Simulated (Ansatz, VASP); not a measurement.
## One calculation of PtSe2, two programs

```
Pt Se
1.0
     3.72780    0.00000    0.00000
    -1.86390    3.22837    0.00000
     0.00000    0.00000    5.03130
Pt Se
1 2
Direct
  0.00000 0.00000 0.00000
  0.33333 0.66667 0.26021
  0.66667 0.33333 0.73979
```

Alike in both runs: task electric field gradients; functional r2SCAN; k mesh 14 × 14 × 9; occupations fermi-dirac, width 0.05 eV; no spin polarisation.

```csv
,VASP,Ansatz
version,VASP 6.6.1,Ansatz 0.2.0
potentials or method,"VASP PAW PBE potentials, release 64 (Pt, Se)","plane-wave PAW, scalar-relativistic"
plane-wave cutoff (eV),520,500
valence electrons in the cell,22,50
```

```tsv
	VASP	Ansatz	Ansatz less VASP
pressure (GPa)	2.1	2.1	-0.06
traceless stress, the component that is largest in VASP (GPa)	-0.49	-0.44	+0.052
rms of the force components (eV/Å)	0.108	0.115	+0.0072
size of Vzz on the site where it differs most (V/Å²)	121.0	84.7	-36.24
```

VASP's potentials were made for PBE, not for r2SCAN. Atom by atom the forces differ by 0.007 eV/Å (rms over components). The functional is the same, so the differences come from potentials, cutoffs and numerics. VASP's potentials hold 22 valence electrons a cell and Ansatz's 50, so a difference there can come from the potentials and not from the codes.

Neither program's run includes spin-orbit coupling.
